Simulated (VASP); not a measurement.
# Si2Mo (I4/mmm) in VASP: notebook

The runs below take Si2Mo through single point, with BLYP+D3(BJ), BLYP+D4, PBE.

Everything below comes from runs of VASP 6.6.1. Logs are shortened: lines on timing, memory, paths and dates and some standing lists are left out, and cuts for length are marked.

### 1 The cell of the first run

It takes space group I4/mmm (No. 139, tetragonal). Conventional cell: a = 3.183 Å, b = 3.183 Å, c = 7.767 Å, α = 90.00°, β = 90.00°, γ = 90.00°. Within 3.4 Å of Mo (site symmetry 4/mmm) lie 10 Si at 2.59 to 2.60 Å and 4 Mo at 3.18 Å. Si (site symmetry 4mm) has 9 Si at 2.56 to 3.18 Å and 5 Mo at 2.59 to 2.60 Å within 3.4 Å.

### 2 Single point, BLYP+D3(BJ)

Input file INCAR:

```
SYSTEM = Si2Mo
PREC = Accurate
ENCUT = 520
EDIFF = 1E-6
ISMEAR = -1
SIGMA = 0.05
LREAL = .FALSE.
LASPH = .TRUE.
NELM = 60
ALGO = Normal
ISIF = 2
LWAVE = .FALSE.
LCHARG = .FALSE.
GGA = B5
ALDAX = 1.0
AGGAX = 1.0
AGGAC = 1.0
ALDAC = 0.0
IVDW = 12
VDW_S6 = 1.0
VDW_S8 = 2.6996
VDW_A1 = 0.4298
VDW_A2 = 4.2359
NBANDS = 18
```

Input file KPOINTS:

```
regular mesh
0
G
  12 12 12
  0 0 0
```

Input file POSCAR:

```
Si2Mo
1.0
   -1.5912800496      1.5912800496      3.8837108522
    1.5912800496     -1.5912800496      3.8837108522
    1.5912800496      1.5912800496     -3.8837108522
Mo Si
1 2
Direct
    0.0000000000      0.0000000000      0.0000000000
    0.6650350815      0.6650350815      0.0000000000
    0.3349649185      0.3349649185      0.0000000000
```

Potentials or basis: VASP PAW PBE potentials, release 64 (Mo_sv, Si).

Started as:

```bash
> cat potpaw_PBE.64/Mo_sv/POTCAR potpaw_PBE.64/Si/POTCAR > POTCAR
> mpirun -np 1 vasp_std > vasp.out
```

OUTCAR:

```text
SYSTEM = Si2Mo
   PREC = Accurate
   ENCUT = 520
   EDIFF = 1E-6
   ISMEAR = -1
   LREAL = .FALSE.
   LASPH = .TRUE.
   NELM = 60
   ISIF = 2
   GGA = B5
   IVDW = 12
 IVDW          = 12

 ion  position               nearest neighbor table
   1  0.000  0.000  0.000-   2 2.59   2 2.59   2 2.59   3 2.59   2 2.59   3 2.59   3 2.59   3 2.59
                             2 2.60   3 2.60
   2  0.665  0.665  0.000-   3 2.56   1 2.59   1 2.59   1 2.59   1 2.59   1 2.60   3 2.61   3 2.61
                             3 2.61   3 2.61
   3  0.335  0.335  0.000-   2 2.56   1 2.59   1 2.59   1 2.59   1 2.59   1 2.60   2 2.61   2 2.61
                             2 2.61   2 2.61

  LATTYP: Found a body centered tetragonal cell.
 ALAT       =     3.1825600992
 C/A-ratio  =     2.4406205892

  Lattice vectors:

 A1 = (  -1.5912800496,   1.5912800496,   3.8837108522)
 A2 = (   1.5912800496,  -1.5912800496,   3.8837108522)
 A3 = (   1.5912800496,   1.5912800496,  -3.8837108522)

Analysis of symmetry for initial positions (statically):
=====================================================================
 Subroutine PRICEL returns:
 Original cell was already a primitive cell.

 Routine SETGRP: Setting up the symmetry group for a
 body centered tetragonal supercell.

 Subroutine GETGRP returns: Found 16 space group operations
 (whereof 16 operations were pure point group operations)
 out of a pool of 16 trial point group operations.

The static configuration has the point symmetry D_4h.

Analysis of symmetry for dynamics (positions and initial velocities):
=====================================================================
 Subroutine PRICEL returns:
 Original cell was already a primitive cell.

 Routine SETGRP: Setting up the symmetry group for a
 body centered tetragonal supercell.

 Subroutine GETGRP returns: Found 16 space group operations
 (whereof 16 operations were pure point group operations)
 out of a pool of 16 trial point group operations.

The dynamic configuration has the point symmetry D_4h.

 Subroutine INISYM returns: Found 16 space group operations
 (whereof 16 operations are pure point group operations),
 and found     1 'primitive' translations

----------------------------------------------------------------------------------------

                                     Primitive cell

  volume of cell :      39.3369

  direct lattice vectors                    reciprocal lattice vectors
    -1.591280050  1.591280050  3.883710852     0.000000000  0.314212448  0.128742849
     1.591280050 -1.591280050  3.883710852     0.314212448  0.000000000  0.128742849
     1.591280050  1.591280050 -3.883710852     0.314212448  0.314212448  0.000000000

  length of vectors
     4.488602720  4.488602720  4.488602720     0.339564697  0.339564697  0.444363506

  position of ions in fractional coordinates (direct lattice)
     0.000000000  0.000000000  0.000000000
     0.665035082  0.665035082  0.000000000
     0.334964918  0.334964918  0.000000000

  ion indices of the primitive-cell ions
   primitive index   ion index
                 1           1
                 2           2
                 3           3

----------------------------------------------------------------------------------------

 KPOINTS: regular mesh

Automatic generation of k-mesh.
 Grid dimensions read from file:
 generate k-points for:   12   12   12

 Generating k-lattice:

  Cartesian coordinates                     Fractional coordinates (reciprocal lattice)
     0.000000000  0.026184371  0.010728571     0.083333333 -0.000000000  0.000000000
     0.026184371  0.000000000  0.010728571    -0.000000000  0.083333333  0.000000000
     0.026184371  0.026184371  0.000000000     0.000000000  0.000000000  0.083333333

  Length of vectors
     0.028297058  0.028297058  0.037030292

  Shift w.r.t. Gamma in fractional coordinates (k-lattice)
     0.000000000  0.000000000  0.000000000

 Subroutine IBZKPT returns following result:
 ===========================================

 Found    163 irreducible k-points:

 Following reciprocal coordinates:
            Coordinates               Weight
  0.000000  0.000000  0.000000      1.000000
  0.083333  0.000000  0.000000      8.000000
  0.166667 -0.000000  0.000000      8.000000
  0.250000  0.000000  0.000000      8.000000
  0.333333  0.000000  0.000000      8.000000
  0.416667 -0.000000  0.000000      8.000000
[... 16 lines left out ...]
  0.500000  0.166667  0.000000     16.000000
 -0.416667  0.166667 -0.000000     16.000000
 [... further k-points ...]
   k-points           NKPTS =    163   k-points in BZ     NKDIM =    163   number of bands    NBANDS=     18
   number of dos      NEDOS =    301   number of ions     NIONS =      3
   total plane-waves  NPLWV =  46656
   dimension x,y,z NGX =    36 NGY =   36 NGZ =   36
   dimension x,y,z NGXF=    72 NGYF=   72 NGZF=   72
   ions per type =               1   2
   NGX,Y,Z   is equivalent  to a cutoff of  13.33, 13.33, 13.33 a.u.
   NGXF,Y,Z  is equivalent  to a cutoff of  26.67, 26.67, 26.67 a.u.
 SYSTEM =  Si2Mo
   PREC   = accura    normal or accurate (medium, high low for compatibility)
   ISTART =      0    job   : 0-new  1-cont  2-samecut
   ICHARG =      2    charge: 1-file 2-atom 10-const
   ISPIN  =      1    spin polarized calculation?
   LNONCOLLINEAR =      F non collinear calculations
   LSORBIT =      F    spin-orbit coupling
   LASPH  =      T    aspherical Exc in radial PAW
   ENCUT  =  520.0 eV  38.22 Ry    6.18 a.u.   8.35  8.35  8.35*2*pi/ulx,y,z
   NELM   =     60;   NELMIN=  2; NELMDL= -5     # of ELM steps
   EDIFF  = 0.1E-05   stopping-criterion for ELM
   LREAL  =      F    real-space projection
   EDIFFG = 0.1E-04   stopping-criterion for IOM
   NSW    =      0    number of steps for IOM
   IBRION =     -1    ionic relax: 0-MD 1-quasi-New 2-CG
   NFREE  =      0    steps in history (QN), initial steepest desc. (CG)
   ISIF   =      2    stress and relaxation
   ISYM   =      2    0-nonsym 1-usesym 2-fastsym
   POTIM  = 0.5000    time-step for ionic-motion
   TEBEG  =    0.0;   TEEND  =   0.0 temperature during run
   PSTRESS=    0.0 pullay stress
   NELECT =      22.0000    total number of electrons
   NUPDOWN=      -1.0000    fix difference up-down
   EMIN   =  10.00;   EMAX   =-10.00  energy-range for DOS
   EFERMI =   0.00;   METHOD = LEGACY
   ISMEAR =    -1;   SIGMA  =   0.05  broadening in eV -4-tet -1-fermi 0-gaus
   EFERMI_NEDOS =   21; number of points for ismear=-14 and -15
   IALGO  =     38    algorithm
   IMIX   =      4    mixing-type and parameters
     AMIX     =   0.40;   BMIX     =  1.00
     AMIX_MAG =   1.60;   BMIX_MAG =  1.00
  volume/ion in A,a.u.               =      13.11        88.49
  Fermi-wavevector in a.u.,A,eV,Ry     =   1.348805  2.548871 24.752721  1.819274
  Thomas-Fermi vector in A             =   2.476443
   LORBIT       =      0    0 simple, 1 ext, 2 COOP (PROOUT), +10 PAW based schemes
   GGA     = B5    functional components
   LHFCALC =     F    Hartree Fock is set to
   AEXX    =    0.0000 exact exchange contribution
   IVDW    =    12    specifies the selected vdW correction
   LEPSILON=     F    determine dielectric tensor
   LRPA    =     F    only Hartree local field effects (RPA)
 non-spin polarized calculation
  energy-cutoff  :      520.00
  volume of cell :       39.34
 maximum number of plane-waves:      1079
 NGX is ok and might be reduce to    36
   NGX = 17   NGY = 17   NGZ = 17

 number of electron      22.0000000 magnetization

 Free energy of the ion-electron system (eV)
  ---------------------------------------------------
  ext. energy  EPLUGINS =         0.00000000
  ---------------------------------------------------
  free energy    TOTEN  =       -19.15754069 eV

  energy without entropy =      -19.15500895  energy(sigma->0) =      -19.15627482

 E-fermi :  13.0507     XC(G=0): -11.8924

 val. band max:       13.0480716043   @ k =  -0.0833  -0.1667   0.0833
 cond. band min:      13.0593341817   @ k =  -0.2500  -0.3333   0.2500
 fundamental gap:      0.0112625774
 Fermi energy:        13.0506557576

 k-point     1 :       0.0000    0.0000    0.0000
  band No.  band energies     occupation
      1     -47.4290      2.00000
      2     -21.7224      2.00000
      3     -21.6360      2.00000
      4     -21.6360      2.00000
      5      -0.4165      2.00000
      6       6.6740      2.00000
[... 10 lines left out ...]
     17      18.2822      0.00000
     18      18.2822      0.00000

 k-point     2 :       0.0833    0.0000    0.0000
  band No.  band energies     occupation
      1     -47.4276      2.00000
      2     -21.7211      2.00000
      3     -21.6547      2.00000
      4     -21.6343      2.00000
      5      -0.2883      2.00000
      6       6.6825      2.00000
[... 10 lines left out ...]
     17      18.3781      0.00000
     18      19.0423      0.00000

 k-point     3 :       0.1667   -0.0000    0.0000
  band No.  band energies     occupation
      1     -47.4239      2.00000
      2     -21.7176      2.00000
      3     -21.7052      2.00000
      4     -21.6295      2.00000
      5       0.0893      2.00000
      6       6.6368      2.00000
[... 10 lines left out ...]
     17      19.0012      0.00000
     18      20.5259      0.00000

 k-point     4 :       0.2500    0.0000    0.0000
  band No.  band energies     occupation
      1     -47.4188      2.00000
      2     -21.7742      2.00000
      3     -21.7120      2.00000
      4     -21.6230      2.00000
      5       0.6959      2.00000
      6       6.2871      2.00000
[... 375 lines left out ...]
      4     -21.6769      2.00000
      5       3.0289      2.00000
      6       4.4983      2.00000
[... 10 lines left out ...]
     17      20.6887      0.00000
     18      22.1793      0.00000

 k-point    23 :       0.5000    0.1667    0.0000
  band No.  band energies     occupation
      1     -47.4037      2.00000
      2     -21.8981      2.00000
      3     -21.6942      2.00000
      4     -21.6748      2.00000
      5       3.4960      2.00000
      6       4.0470      2.00000
[... 10 lines left out ...]
     17      20.7803      0.00000
     18      22.0981      0.00000

 k-point    24 :      -0.4167    0.1667   -0.0000
  band No.  band energies     occupation
      1     -47.4051      2.00000
      2     -21.8804      2.00000
      3     -21.6944      2.00000
      4     -21.6767      2.00000
      5       2.5364      2.00000
      6       5.0616      2.00000
[... 10 lines left out ...]
     17      20.5430      0.00000
     18      21.4684      0.00000

 [... further k-points ...]

------------------------ aborting loop because EDIFF is reached ----------------------------------------

 Edisp (eV)   -4.03041

 E8    (eV) :    -2.9587

  FORCE on cell =-STRESS in cart. coord.  units (eV):
  Direction    XX          YY          ZZ          XY          YZ          ZX
  --------------------------------------------------------------------------------------
  -------------------------------------------------------------------------------------
  Total       0.22626     0.22626     0.26078     0.00000     0.00000     0.00000
  in kB       9.21539     9.21539    10.62168     0.00000     0.00000     0.00000
  external pressure =        9.68 kB  Pullay stress =        0.00 kB

 VOLUME and BASIS-vectors are now :
 -----------------------------------------------------------------------------
  energy-cutoff  :      520.00
  volume of cell :       39.34
      direct lattice vectors                 reciprocal lattice vectors
    -1.591280050  1.591280050  3.883710852     0.000000000  0.314212448  0.128742849
     1.591280050 -1.591280050  3.883710852     0.314212448  0.000000000  0.128742849
     1.591280050  1.591280050 -3.883710852     0.314212448  0.314212448  0.000000000

 POSITION                                       TOTAL-FORCE (eV/Angst)
 -----------------------------------------------------------------------------------
      0.00000      0.00000      0.00000        -0.000000     -0.000000     -0.000000
      0.00000      0.00000      5.16561        -0.000000     -0.000000      0.004546
      0.00000      0.00000      2.60181         0.000000      0.000000     -0.004546
 -----------------------------------------------------------------------------------
    total drift:                                0.000000      0.000000     -0.000000

  FREE ENERGIE OF THE ION-ELECTRON SYSTEM (eV)
  ---------------------------------------------------
  free  energy   TOTEN  =       -23.1879488770 eV

  energy  without entropy=      -23.1854171355  energy(sigma->0) =      -23.18668301
```

Wall time 91 s (1 thread of Intel Xeon 6975P-C (Granite Rapids), shared host); peak memory 0.28 GiB.

What came out:

* Free energy: -23.1879 eV
* Pressure: 1.0 GPa
* Largest force: 0.005 eV/Å
* Band gap on the k mesh: zero (band 11 reaches 13.52 eV, above the bottom of band 12 at 12.58 eV)
* Dispersion energy per atom: -1.343 eV

Forces on the atoms (eV/Å):
```
Mo   0.000  0.000  0.000
Si   0.000  0.000  0.005
Si   0.000  0.000 -0.005
```

Stress tensor (GPa, compression positive):
```
0.92 0.00 0.00
0.00 0.92 0.00
0.00 0.00 1.06
```

Caveat: the PAW data sets were made with another functional, which shifts forces and pressure a little; pairwise dispersion overbinds metals, which lowers pressure and volume.

[end of part 1 of 2]
